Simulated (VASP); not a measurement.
Wanted: the native input for a VASP 6.6.1 run.

| Property | Result |
| --- | --- |
| Task | single point |
| Functional | PBE |
| Potentials or basis | VASP PAW PBE potentials, release 64 (Cu) |
| Cutoff | 600 eV |
| k mesh | 4 × 4 × 4 |
| Occupations | fermi-dirac, width 0.15 eV |
| Spin | no spin polarisation |
| Dipole correction | no |
| Further INCAR settings | ALGO = Normal; EDIFF = 1e-06; NBANDS = 18 |

The structure of Cu lies in POSCAR:

```
Cu
1.0
    2.8500000000      0.0000000000      0.0000000000
    0.0000000000      2.8500000000      0.0000000000
    0.0000000000      0.0000000000      2.8500000000
Cu
2
Direct
    0.0000000000      0.0000000000      0.0000000000
    0.4600000000      0.4600000000      0.4600000000
```

One way to write it, as run:

INCAR

```
SYSTEM = Cu
  PREC = Accurate
  ENCUT = 600
  EDIFF = 1E-6
  ISMEAR = -1
  SIGMA = 0.15
  LREAL = .False.
  LASPH = .True.
  NELM = 120
  ALGO = Normal
  ISIF = 2
  LWAVE = .False.
  LCHARG = .False.
  GGA = PE
  NBANDS = 18
  GGA_COMPAT = .False.
```

KPOINTS

```
Automatic mesh
0
Gamma
  4 4 4
  0 0 0
```

Potentials or basis: VASP PAW PBE potentials, release 64 (Cu).

Launch:

```sh
$ cat potpaw_PBE.64/Cu/POTCAR > POTCAR
$ mpirun -np 1 vasp_std > vasp.out
```

It gave:

| Property | Result |
| --- | --- |
| Pressure | 8.1 GPa |
| Largest force | 1.613 eV/Å |
| Band gap on the k mesh | zero (band 11 reaches 13.42 eV, above the bottom of band 12 at 6.64 eV) |

Caveat: the k points lie up to 0.55 Å⁻¹ apart; forces of over 1 eV/Å act on the atoms, so gaps and moduli don't describe the material at rest.

It used 4.7 s of CPU time on 1 thread of Intel Xeon 6975P-C (shared host).
